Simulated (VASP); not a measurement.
Write the native input for VASP 6.6.1 that does the following.

| Item | Value |
| --- | --- |
| Task | single point |
| Functional | r2SCAN |
| Dispersion | rVV10 |
| Potentials or basis | VASP PAW PBE potentials, release 64 (Te, Sn_d) |
| Cutoff | 520 eV |
| k mesh | 7 × 7 × 7 |
| Occupations | fermi-dirac, width 0.05 eV |
| Spin | no spin polarisation |
| Dipole correction | no |
| Further INCAR settings | ALGO = Normal; EDIFF = 1e-06; NBANDS = 17 |

Crystal: SnTe.

```
Te Sn
1.0
     0.00000    3.10827    3.10827
     3.10827    0.00000    3.10827
     3.10827    3.10827    0.00000
Te Sn
1 1
Direct
  0.50000 0.50000 0.50000
  0.00000 0.00000 0.00000
```

One way to write it, as run:

POSCAR

```
SnTe
1.0
    0.0000000000      3.1082657258      3.1082657258
    3.1082657258      0.0000000000      3.1082657258
    3.1082657258      3.1082657258      0.0000000000
Te Sn
1 1
Direct
    0.5000000000      0.5000000000      0.5000000000
    0.0000000000      0.0000000000      0.0000000000
```

INCAR.step1

```
SYSTEM = SnTe
  ALGO = Normal
  EDIFF = 1E-4
  ENCUT = 520
  GGA = PE
  ISMEAR = -1
  LASPH = .True.
  LCHARG = .False.
  LREAL = .False.
  LWAVE = .True.
  NBANDS = 17
  NELM = 60
  PREC = Accurate
  SIGMA = 0.05
```

INCAR.step2

```
SYSTEM = SnTe
  ALGO = Normal
  BPARAM = 11.95
  CPARAM = 0.0093
  EDIFF = 1E-6
  ENCUT = 520
  ISIF = 2
  ISMEAR = -1
  ISTART = 1
  IVDW_NL = 2
  LASPH = .True.
  LCHARG = .False.
  LMIXTAU = .True.
  LREAL = .False.
  LUSE_VDW = .True.
  LWAVE = .False.
  METAGGA = R2SCAN
  NBANDS = 17
  NELM = 60
  PREC = Accurate
  SIGMA = 0.05
```

KPOINTS

```
k-points
0
Gamma
  7 7 7
  0 0 0
```

Potentials or basis: VASP PAW PBE potentials, release 64 (Te, Sn_d).

Launch:

```console
$ cat potpaw_PBE.64/Te/POTCAR potpaw_PBE.64/Sn_d/POTCAR > POTCAR
$ cp INCAR.step1 INCAR
$ mpirun -np 1 vasp_std > vasp.out
$ cp INCAR.step2 INCAR
$ mpirun -np 1 vasp_std > vasp.out
```

It gave:

- Pressure: 3.0 GPa

Caveat: the PAW data sets were made with another functional, which shifts forces and pressure a little.

Run time: 94 s on 1 thread of Intel(R) Xeon(R) 6975P-C (Granite Rapids), with other jobs on the host, peak memory 0.38 GiB.
